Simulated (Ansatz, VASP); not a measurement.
Mg: VASP beside Ansatz

```
CELL_PARAMETERS angstrom
-1.86015 1.86015 1.70150
1.86015 -1.86015 1.70150
1.86015 1.86015 -1.70150
ATOMIC_POSITIONS crystal
Mg 0.00000 0.00000 0.00000
```

Change from the starting cell: volume scaled by 1.04.

Alike in both runs: task single point; functional pbesol exchange, pbe correlation; k mesh 11 × 11 × 11; occupations tetrahedron; no spin polarisation.

|  | VASP | Ansatz |
| --- | --- | --- |
| version | VASP 6.6.1 | Ansatz 0.2.0 |
| potentials or method | VASP PAW PBE potentials, release 64 (Mg), cutoff 600 eV | all-electron LAPW, non-relativistic |

Ansatz gave:

```
gap on the k mesh at the Fermi level (eV)                     : none
pressure (GPa)                                                : -1.7
traceless stress, the component that is largest in VASP (GPa) : -0.10
```

**Question.** What did VASP give for the same quantities?

**Answer.** gap on the k mesh at the Fermi level (eV): none; pressure (GPa): -1.8; traceless stress, the component that is largest in VASP (GPa): 0.13.

VASP's potentials were made for PBE, not for pbesol exchange, pbe correlation. A gap of «none» marks a metal or a gap that the smearing closes. Ansatz ran all-electron here, and VASP with PAW potentials.
